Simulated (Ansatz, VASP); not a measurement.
# Two plane-wave programs on NbSb

```xyz
2
Lattice="0.0000 3.1469 3.1469 3.1469 0.0000 3.1469 3.1469 3.1469 0.0000" Properties=species:S:1:pos:R:3 pbc="T T T"
Nb    0.0000    0.0000    0.0000
Sb    1.5735    1.5735    1.5735
```

Alike in both runs: task single point; functional r2SCAN; k mesh 10 × 10 × 10; occupations gaussian, width 0.05 eV; no spin polarisation.

|  | VASP | Ansatz |
| --- | --- | --- |
| version | VASP 6.6.1 | Ansatz 0.2.0 |
| potentials or method | VASP PAW PBE potentials, release 64 (Nb_sv, Sb), cutoff 520 eV | scalar-relativistic, plane waves, PAW |
| valence electrons in the cell | 18 | 28 |

```tsv
	VASP	Ansatz	Ansatz less VASP
gap on the k mesh at the Fermi level (eV)	none	none	-
pressure (GPa)	-0.9	-0.9	+0.02
```

VASP's potentials were made for PBE, not for r2SCAN. A gap of «none» marks a metal or a gap that the smearing closes. VASP's potentials hold 18 valence electrons a cell and Ansatz's 28, so a difference there can come from the potentials and not from the codes.

Neither program's run includes spin-orbit coupling.
